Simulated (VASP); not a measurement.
# GeB26P27 (a cell with a defect) in VASP: electric field gradients with PBE

Aim: the electric field gradients of GeB26P27 (a cell with a defect) with PBE.

Everything below comes from runs of VASP 6.6.1. Logs are shortened: lines on timing, memory, paths and dates and some standing lists are left out, and cuts for length are marked.

### Step 1. The cell of the first run

The cell holds a defect, 54 atoms: a = 9.627 Å, b = 9.627 Å, c = 9.627 Å, α = 60.00°, β = 60.00°, γ = 60.00°.

### Step 2. Electric field gradients, PBE

Input file INCAR:

```
PREC = Accurate
ENCUT = 520
EDIFF = 1E-8
ISMEAR = -1
SIGMA = 0.01
LREAL = Auto
LASPH = T
NELM = 80
ALGO = Normal
ISIF = 2
LWAVE = F
LCHARG = F
GGA = PE
LEFG = T
NELECT = 226.0
NBANDS = 146
```

Input file KPOINTS:

```
Automatic mesh
0
Gamma
  3 3 3
```

Input file POSCAR:

```
GeB26P27
1.0
    0.0000000000      6.8070000000      6.8070000000
    6.8070000000      0.0000000000      6.8070000000
    6.8070000000      6.8070000000      0.0000000000
Ge B P
1 26 27
Direct
    0.0000000000      0.0000000000      0.0000000000
    0.0000000000      0.0000000000      0.3333333333
    0.0000000000      0.0000000000      0.6666666667
    0.0000000000      0.3333333333      0.0000000000
    0.0000000000      0.3333333333      0.3333333333
    0.0000000000      0.3333333333      0.6666666667
    0.0000000000      0.6666666667      0.0000000000
    0.0000000000      0.6666666667      0.3333333333
    0.0000000000      0.6666666667      0.6666666667
    0.3333333333      0.0000000000      0.0000000000
    0.3333333333      0.0000000000      0.3333333333
    0.3333333333      0.0000000000      0.6666666667
    0.3333333333      0.3333333333      0.0000000000
    0.3333333333      0.3333333333      0.3333333333
    0.3333333333      0.3333333333      0.6666666667
    0.3333333333      0.6666666667      0.0000000000
    0.3333333333      0.6666666667      0.3333333333
    0.3333333333      0.6666666667      0.6666666667
    0.6666666667      0.0000000000      0.0000000000
    0.6666666667      0.0000000000      0.3333333333
    0.6666666667      0.0000000000      0.6666666667
    0.6666666667      0.3333333333      0.0000000000
    0.6666666667      0.3333333333      0.3333333333
    0.6666666667      0.3333333333      0.6666666667
    0.6666666667      0.6666666667      0.0000000000
    0.6666666667      0.6666666667      0.3333333333
    0.6666666667      0.6666666667      0.6666666667
    0.0833333333      0.0833333333      0.0833333333
    0.0833333333      0.0833333333      0.4166666667
    0.0833333333      0.0833333333      0.7500000000
    0.0833333333      0.4166666667      0.0833333333
    0.0833333333      0.4166666667      0.4166666667
    0.0833333333      0.4166666667      0.7500000000
    0.0833333333      0.7500000000      0.0833333333
    0.0833333333      0.7500000000      0.4166666667
    0.0833333333      0.7500000000      0.7500000000
    0.4166666667      0.0833333333      0.0833333333
    0.4166666667      0.0833333333      0.4166666667
    0.4166666667      0.0833333333      0.7500000000
    0.4166666667      0.4166666667      0.0833333333
    0.4166666667      0.4166666667      0.4166666667
    0.4166666667      0.4166666667      0.7500000000
    0.4166666667      0.7500000000      0.0833333333
    0.4166666667      0.7500000000      0.4166666667
    0.4166666667      0.7500000000      0.7500000000
    0.7500000000      0.0833333333      0.0833333333
    0.7500000000      0.0833333333      0.4166666667
    0.7500000000      0.0833333333      0.7500000000
    0.7500000000      0.4166666667      0.0833333333
    0.7500000000      0.4166666667      0.4166666667
    0.7500000000      0.4166666667      0.7500000000
    0.7500000000      0.7500000000      0.0833333333
    0.7500000000      0.7500000000      0.4166666667
    0.7500000000      0.7500000000      0.7500000000
```

Potentials or basis: VASP PAW PBE potentials, release 64 (Ge_d, B, P).

Started as:

```console
cat potpaw_PBE.64/Ge_d/POTCAR potpaw_PBE.64/B/POTCAR potpaw_PBE.64/P/POTCAR > POTCAR
mpirun -np 1 vasp_std > vasp.out
```

OUTCAR:

```text
PREC = Accurate
   ENCUT = 520
   EDIFF = 1E-8
   ISMEAR = -1
   LREAL = Auto
   LASPH = T
   NELM = 80
   ISIF = 2
   GGA = PE
   NELECT = 226.0

 ion  position               nearest neighbor table
   1  0.000  0.000  0.000-  28 1.97  30 1.97  34 1.97  46 1.97
   2  0.000  0.000  0.333-  28 1.97  29 1.97  35 1.97  47 1.97
   3  0.000  0.000  0.667-  30 1.97  29 1.97  36 1.97  48 1.97
   4  0.000  0.333  0.000-  28 1.97  31 1.97  33 1.97  49 1.97
   5  0.000  0.333  0.333-  50 1.97  31 1.97  29 1.97  32 1.97
   6  0.000  0.333  0.667-  30 1.97  32 1.97  33 1.97  51 1.97
[... 46 lines left out ...]
  53  0.750  0.750  0.417-   8 1.97  20 1.97  26 1.97  27 1.97
  54  0.750  0.750  0.750-  27 1.97  21 1.97  25 1.97   9 1.97

  LATTYP: Found a face centered cubic cell.
 ALAT       =    13.6140000000

  Lattice vectors:

 A1 = (   0.0000000000,   6.8070000000,   6.8070000000)
 A2 = (   6.8070000000,   0.0000000000,   6.8070000000)
 A3 = (   6.8070000000,   6.8070000000,   0.0000000000)

Analysis of symmetry for initial positions (statically):
=====================================================================
 Subroutine PRICEL returns:
 Original cell was already a primitive cell.

 Routine SETGRP: Setting up the symmetry group for a
 face centered cubic supercell.

 Subroutine GETGRP returns: Found 24 space group operations
 (whereof 24 operations were pure point group operations)
 out of a pool of 48 trial point group operations.

The static configuration has the point symmetry T_d .

Analysis of symmetry for dynamics (positions and initial velocities):
=====================================================================
 Subroutine PRICEL returns:
 Original cell was already a primitive cell.

 Routine SETGRP: Setting up the symmetry group for a
 face centered cubic supercell.

 Subroutine GETGRP returns: Found 24 space group operations
 (whereof 24 operations were pure point group operations)
 out of a pool of 48 trial point group operations.

The dynamic configuration has the point symmetry T_d .

[... 745 lines left out ...]
    125      10.9236      0.00000
 [bands above 125 left out]

------------------------ aborting loop because EDIFF is reached ----------------------------------------

  FORCE on cell =-STRESS in cart. coord.  units (eV):
  Direction    XX          YY          ZZ          XY          YZ          ZX
  --------------------------------------------------------------------------------------
  -------------------------------------------------------------------------------------
  Total       15.1438732     15.1438732     15.1438732     -0.0000000     -0.0000000     -0.0000000
  in kB       38.4636328     38.4636328     38.4636328     -0.0000000     -0.0000000     -0.0000000
  external PRESSURE =      38.4636328 kB  Pullay stress =       0.0000000 kB

 VOLUME and BASIS-vectors are now :
 -----------------------------------------------------------------------------
  energy-cutoff  :      520.00
  volume of cell :      630.81
      direct lattice vectors                 reciprocal lattice vectors
     0.000000000  6.807000000  6.807000000    -0.073453798  0.073453798  0.073453798
     6.807000000  0.000000000  6.807000000     0.073453798 -0.073453798  0.073453798
     6.807000000  6.807000000  0.000000000     0.073453798  0.073453798 -0.073453798

 POSITION                                       TOTAL-FORCE (eV/Angst)
 -----------------------------------------------------------------------------------
      0.00000      0.00000      0.00000        -0.000000     -0.000000     -0.000000
      2.26900      2.26900      0.00000         0.079580      0.079580     -0.245564
      4.53800      4.53800      0.00000        -0.079580     -0.079580     -0.245564
      2.26900      0.00000      2.26900         0.079580     -0.245564      0.079580
      4.53800      2.26900      2.26900         0.035549     -0.035549     -0.035549
      6.80700      4.53800      2.26900         0.245564     -0.079580      0.079580
[... 46 lines left out ...]
      7.94150      7.94150     10.21050        -0.041170     -0.041170     -0.115266
     10.21050     10.21050     10.21050        -0.000000     -0.000000     -0.000000
 -----------------------------------------------------------------------------------
    total drift:                               -0.000001     -0.000001     -0.000000

  FREE ENERGIE OF THE ION-ELECTRON SYSTEM (eV)
  ---------------------------------------------------
  free  energy   TOTEN  =      -348.9171616923 eV

  energy  without entropy=     -348.9171616923  energy(sigma->0) =     -348.91716169

 Electric field gradients (V/A^2)
---------------------------------------------------------------------
 ion       V_xx      V_yy      V_zz      V_xy      V_xz      V_yz
---------------------------------------------------------------------
   1       0.000    -0.000    -0.000     0.005     0.005     0.005
   2       0.085     0.085    -0.170     1.612    -1.298    -1.298
   3       0.085     0.085    -0.170     1.612     1.297     1.297
   4       0.085    -0.170     0.085    -1.298     1.612    -1.298
   5       0.000    -0.000    -0.000     0.218     0.218    -0.218
   6      -0.170     0.085     0.085    -1.298     1.298    -1.611
[... 46 lines left out ...]
  53      -0.262    -0.262     0.524    -3.324    -0.593    -0.593
  54      -0.000    -0.000    -0.000    -0.000    -0.000    -0.000
---------------------------------------------------------------------

 Electric field gradients after diagonalization (V/A^2)
 (convention: |V_zz| > |V_xx| > |V_yy|)
----------------------------------------------------------------------
 ion       V_xx      V_yy      V_zz     asymmetry (V_yy - V_xx)/ V_zz
----------------------------------------------------------------------
   1      -0.005    -0.005     0.009       0.000
   2      -1.527    -1.296     2.823       0.082
   3      -1.527    -1.294     2.821       0.082
   4      -1.527    -1.296     2.823       0.082
   5       0.218     0.218    -0.435       0.000
   6      -1.526    -1.296     2.822       0.082
[... 46 lines left out ...]
  53       3.062     0.689    -3.751       0.633
  54       0.000     0.000    -0.000       0.000
----------------------------------------------------------------------

           NMR quadrupolar parameters

 Cq : quadrupolar parameter    Cq=e*Q*V_zz/h
 eta: asymmetry parameters     (V_yy - V_xx)/ V_zz
 Q  : nuclear electric quadrupole moment in mb (millibarn)
----------------------------------------------------------------------
 ion       Cq(MHz)       eta       Q (mb)
----------------------------------------------------------------------
   1       0.000       0.000       1.000
   2       0.007       0.082       1.000
   3       0.007       0.082       1.000
   4       0.007       0.082       1.000
   5      -0.001       0.000       1.000
   6       0.007       0.082       1.000
[... 46 lines left out ...]
  53      -0.009       0.633       1.000
  54      -0.000       0.000       1.000
----------------------------------------------------------------------
```

It took 33 min on 1 thread of Intel Xeon 8259CL, shared host; peak memory 0.87 GiB.

Results:

- Free energy: -348.9172 eV
- Largest force: 8.399 eV/Å
- Largest electric field gradient by atom: Ge +0.0; B +2.8, -0.4, -0.6 (each value once); P -6.5, +5.4, -3.8, +0.2, +0.0 (each value once) V/Å²

Forces on the atoms (eV/Å):
```
Ge   0.000  0.000  0.000
B    0.080  0.080 -0.246
B   -0.080 -0.080 -0.246
B    0.080 -0.246  0.080
B    0.036 -0.036 -0.036
B    0.246 -0.080  0.080
B   -0.080 -0.246 -0.080
B    0.246  0.080 -0.080
B    0.062 -0.062 -0.062
B   -0.246  0.080  0.080
B   -0.036  0.036 -0.036
B   -0.080  0.246  0.080
B   -0.036 -0.036  0.036
B    0.036  0.036  0.036
B    0.000  0.000  0.000
B   -0.080  0.080  0.246
B    0.000  0.000  0.000
B    0.000  0.000  0.000
B   -0.246 -0.080 -0.080
B    0.080  0.246 -0.080
B   -0.062  0.062 -0.062
B    0.080 -0.080  0.246
B    0.000  0.000  0.000
B    0.000  0.000  0.000
B   -0.062 -0.062  0.062
B    0.000  0.000  0.000
B    0.062  0.062  0.062
P    4.849  4.849  4.849
P    0.000  0.000  0.205
P   -4.849 -4.849  4.849
P    0.000  0.205  0.000
P   -0.205  0.000  0.000
P   -0.041  0.041  0.115
P   -4.849  4.849 -4.849
P   -0.041  0.115  0.041
P   -0.115  0.041  0.041
P    0.205  0.000  0.000
P    0.000 -0.205  0.000
P    0.041 -0.041  0.115
P    0.000  0.000 -0.205
P   -0.002 -0.002 -0.002
P    0.002  0.002 -0.002
P    0.041  0.115 -0.041
P    0.002 -0.002  0.002
P   -0.115 -0.041 -0.041
P    4.849 -4.849 -4.849
P    0.115 -0.041  0.041
P    0.041 -0.115  0.041
P    0.115  0.041 -0.041
P   -0.002  0.002  0.002
P   -0.041 -0.115 -0.041
P    0.041  0.041 -0.115
P   -0.041 -0.041 -0.115
P    0.000  0.000  0.000
```

Electric field gradients, principal values (V/Å²):
```
atom   least  middle  greatest (by size)
1 Ge  -0.005  -0.005               0.009
 2 B  -1.296  -1.527               2.823
 3 B  -1.294  -1.527               2.821
 4 B  -1.296  -1.527               2.823
 5 B   0.218   0.218              -0.435
 6 B  -1.296  -1.526               2.822
 7 B  -1.294  -1.527               2.821
 8 B  -1.296  -1.526               2.822
 9 B   0.283   0.283              -0.565
10 B  -1.296  -1.527               2.823
11 B   0.218   0.218              -0.435
12 B  -1.296  -1.526               2.822
13 B   0.218   0.218              -0.435
14 B   0.218   0.218              -0.435
15 B   0.020   0.336              -0.356
16 B  -1.296  -1.526               2.822
17 B   0.020   0.336              -0.356
18 B   0.020   0.336              -0.356
19 B  -1.294  -1.527               2.821
20 B  -1.296  -1.526               2.822
21 B   0.283   0.283              -0.565
22 B  -1.296  -1.526               2.822
23 B   0.020   0.336              -0.356
24 B   0.020   0.336              -0.356
25 B   0.283   0.283              -0.565
26 B   0.020   0.336              -0.356
27 B   0.283   0.283              -0.565
28 P   3.236   3.236              -6.472
29 P  -0.804  -4.623               5.428
30 P   3.236   3.236              -6.472
31 P  -0.804  -4.623               5.428
32 P  -0.804  -4.624               5.428
33 P   0.688   3.062              -3.751
34 P   3.236   3.236              -6.472
35 P   0.688   3.062              -3.751
36 P   0.688   3.062              -3.751
37 P  -0.804  -4.623               5.428
38 P  -0.804  -4.624               5.428
39 P   0.688   3.062              -3.751
40 P  -0.804  -4.624               5.428
41 P  -0.111  -0.111               0.221
42 P  -0.111  -0.111               0.222
43 P   0.688   3.062              -3.751
44 P  -0.111  -0.111               0.222
45 P   0.689   3.062              -3.751
46 P   3.236   3.236              -6.472
47 P   0.688   3.062              -3.751
48 P   0.688   3.062              -3.751
49 P   0.688   3.062              -3.751
50 P  -0.111  -0.111               0.222
51 P   0.689   3.062              -3.751
52 P   0.688   3.062              -3.751
53 P   0.689   3.062              -3.751
54 P   0.000   0.000               0.000
```

Caveat: the cell carries a net charge on a neutralising background, which shifts energy and pressure; the cell is charged against a uniform background, so pressure and absolute levels hang on convention; without QUAD_EFG the Cq values of the log hold for a quadrupole moment of 1 mb, not for the nuclei.
